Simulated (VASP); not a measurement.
Input of a VASP 6.6.1 run:

File INCAR:

```
SYSTEM = CaLu2Pd3C3
PREC = Accurate
ENCUT = 600
EDIFF = 1E-7
ISMEAR = 0
SIGMA = 0.2
LREAL = .FALSE.
LASPH = .TRUE.
NELM = 80
ALGO = Normal
ISIF = 3
LWAVE = .FALSE.
LCHARG = .FALSE.
GGA = PE
IBRION = 2
NSW = 36
EDIFFG = -0.08
```

Contents of KPOINTS:

```
Automatic mesh
0
G
  4 4 2
  0 0 0
```

File POSCAR:

```
CaLu2Pd3C3
1.0
    4.5784844600      0.0000000000      0.0000000000
   -2.2892422300      3.9650838600      0.0000000000
    0.0000000000      0.0000000000      8.6548789000
Ca Lu Pd C
1 2 3 3
Direct
    0.0000000000      0.0000000000      0.0000000000
    0.0000000000      0.0000000000      0.7334820900
    0.0000000000      0.0000000000      0.2665179100
    0.3333333300      0.6666666700      0.0000000000
    0.6666666700      0.3333333300      0.0000000000
    0.0000000000      0.0000000000      0.5000000000
    0.2895078100      0.0000000000      0.5000000000
    0.0000000000      0.2895078100      0.5000000000
    0.7104921900      0.7104921900      0.5000000000
```

Potentials or basis: VASP PAW PBE potentials, release 64 (Ca_sv, Lu, Pd, C).

Command:

```bash
$ cat potpaw_PBE.64/Ca_sv/POTCAR potpaw_PBE.64/Lu/POTCAR potpaw_PBE.64/Pd/POTCAR potpaw_PBE.64/C/POTCAR > POTCAR
$ mpirun -np 1 vasp_std > vasp.out
```

Question: What does it give for the relaxed volume?

Answer: 22.19 Å³/atom.

Question: Predict the relaxed cell.

Answer: a = 4.533 Å, b = 4.533 Å, c = 11.223 Å, α = 90.00°, β = 90.00°, γ = 120.00°.

Question: What does it give for the band gap on the k mesh?

Answer: Zero (bands 51 and 52 overlap by 0.33 eV).

Question: What does it give for the space group after relaxing (to 0.1 Å)?

Answer: P6/mmm (No. 191).

Forces on the atoms (eV/Å):
```
Ca   0.000  0.000  0.000
Lu   0.000  0.000 -0.073
Lu   0.000  0.000  0.073
Pd   0.000  0.000  0.000
Pd   0.000  0.000  0.000
Pd   0.000  0.000  0.000
C   -0.029  0.000  0.000
C    0.014 -0.025  0.000
C    0.014  0.025  0.000
```

Caveat: the k points lie up to 0.40 Å⁻¹ apart in the final cell; the volume moved by over 15 % at a fixed basis, so the end points are rough; spin-orbit coupling is left out, which moves the levels of the heavy elements; the relaxation stopped at a loose force limit of 0.08 eV/Å, so its end isn't a converged minimum.
